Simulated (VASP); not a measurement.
Runs of VASP 6.6.1 on Ge. The structure is that of space group Fddd (No. 70), or close to it. The cells are those of the table. 

| cell | gap on the mesh (eV) | pressure (GPa) |
| --- | --- | --- |
| a = 3.829, b = 4.179, c = 4.016 Å, angles 55.7, 64.3, 60.0°, 2 atoms | none | (a) |
| a = 3.877, b = 4.127, c = 4.008 Å, angles 56.9, 63.1, 60.0°, 2 atoms | none | 0.9 |
| a = 4.205, b = 3.806, c = 4.020 Å, angles 64.9, 55.1, 60.0°, 2 atoms | none | 1.3 |
| a = 3.853, b = 4.153, c = 4.012 Å, angles 56.3, 63.7, 60.0°, 2 atoms | none | 1.1 |

Alike in all rows: task single point; level r2SCAN; potentials or basis VASP PAW PBE potentials, release 64 (Ge_d); no spin polarisation; k mesh 10 × 10 × 10; cutoff (eV) 520; smearing gaussian 0.05 eV.

Fill in the values left out.

(a) 1.2.

Caveats: the PAW data sets were made with another functional, which shifts forces and pressure a little.

A k mesh can miss the band edges, and the runs leave out spin-orbit coupling on Ge.

A gap of «none» marks levels without a gap at the run's occupations.
